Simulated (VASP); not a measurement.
A run of VASP 6.6.1 is set up as follows.

The input INCAR:

```
SYSTEM = Pt
ALGO = Normal ; EDIFF = 1E-6
ENCUT = 520 ; GGA = PS
ISIF = 2 ; ISMEAR = 0
ISPIN = 2 ; LASPH = .TRUE.
LCHARG = .FALSE. ; LMAXMIX = 4
LORBIT = 11 ; LREAL = .FALSE.
LWAVE = .FALSE. ; MAGMOM = 0.5
NBANDS = 15 ; NELM = 150
NUPDOWN = 0.5 ; PREC = Accurate
SIGMA = 0.15
```

The input KPOINTS:

```
k-points
0
G
  22 22 22
  0 0 0
```

The input POSCAR:

```
Pt
1.0
    0.0000000000      1.8335775616      1.8335775616
    1.8335775616      0.0000000000      1.8335775616
    1.8335775616      1.8335775616      0.0000000000
Pt
1
Direct
    0.0000000000      0.0000000000      0.0000000000
```

Potentials or basis: VASP PAW PBE potentials, release 64 (Pt).

Launch:

```bash
$ cat potpaw_PBE.64/Pt/POTCAR > POTCAR
$ mpirun -np 1 vasp_std > vasp.out
```

What does it give for the pressure?

98.9 GPa.

Caveat: the cell stands under pressure; the PAW data sets were made with another functional, which shifts forces and pressure a little; the total moment is fixed, so each spin has its own Fermi level.
